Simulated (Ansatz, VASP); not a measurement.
**CuO: VASP beside Ansatz**

```
CELL_PARAMETERS angstrom
2.89398 -0.01581 -0.00395
0.02346 2.89391 -0.00393
0.01038 0.01027 5.09245
ATOMIC_POSITIONS crystal
Cu 0.50000 0.00000 0.50000
Cu 0.00000 0.50000 0.00000
O 0.00026 0.99974 0.25000
O 0.99974 0.00026 0.75000
```

Alike in both runs: functional PBEsol; k mesh 14 × 14 × 8; occupations gaussian, width 0.1 eV; no spin polarisation.

Ansatz relaxed the structure, and its values are those at the end. VASP's run is a single point on that final structure, the one shown.

|  | VASP | Ansatz |
| --- | --- | --- |
| version | VASP 6.6.1 | Ansatz 0.2.0 |
| potentials or method | VASP PAW PBE potentials, release 64 (Cu, O), cutoff 520 eV | scalar-relativistic, plane waves, PAW |
| valence electrons in the cell | 34 | 50 |

```csv
,VASP,Ansatz,Ansatz less VASP
gap on the k mesh at the Fermi level (eV),none,none,-
pressure (GPa),0.8,0.0,-0.76
```

VASP's potentials were made for PBE, not for PBEsol. A gap of «none» marks a metal or a gap that the smearing closes. VASP's potentials hold 34 valence electrons a cell and Ansatz's 50, so a difference there can come from the potentials and not from the codes.
